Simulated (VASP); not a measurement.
Here is a VASP 6.6.1 calculation.

Contents of INCAR:

```
SYSTEM = BN
ALGO = Normal ; EDIFF = 1E-6
ENCUT = 600 ; GGA = PE
GGA_COMPAT = .FALSE. ; ISIF = 2
ISMEAR = 0 ; LASPH = .TRUE.
LCHARG = .FALSE. ; LREAL = .FALSE.
LWAVE = .FALSE. ; NBANDS = 26
NELM = 120 ; PREC = Accurate
SIGMA = 0.05
```

KPOINTS

```
k-points
0
G
  10 10 2
  0 0 0
```

The input POSCAR:

```
BN
1.0
   -2.5116193520      0.0000000000      0.0000000000
   -1.2558096760     -2.1751261634      0.0000000000
   -1.6744129013     -1.8126051362     16.8407423124
B N
4 4
Direct
    0.1145833333     -0.3958333333      0.8750000000
    0.2395833333      0.0208333333      0.3750000000
    0.6354166667      0.5625000000      0.1250000000
    0.5104166667      0.1458333333      0.6250000000
    0.3020833333      0.2291666667      0.1250000000
    0.1770833333     -0.1875000000      0.6250000000
    0.4479166667     -0.0625000000      0.8750000000
    0.5729166667      0.3541666667      0.3750000000
```

Potentials or basis: VASP PAW PBE potentials, release 64 (B, N).

The run is started by

```bash
$ cat potpaw_PBE.64/B/POTCAR potpaw_PBE.64/N/POTCAR > POTCAR
$ mpirun -np 1 vasp_std > vasp.out
```

Question: Predict the pressure.

Answer: 0.0 GPa.

Question: Estimate the band gap on the k mesh.

Answer: 4.50 eV (least direct gap 4.85 eV).

Stress tensor (GPa, compression positive):
```
 0.14  0.00  0.00
 0.00  0.15 -0.01
 0.00 -0.01 -0.18
```

Caveat: the cell differs from its parent crystal (the part above a cut slid along it). A k mesh can miss the band edges.
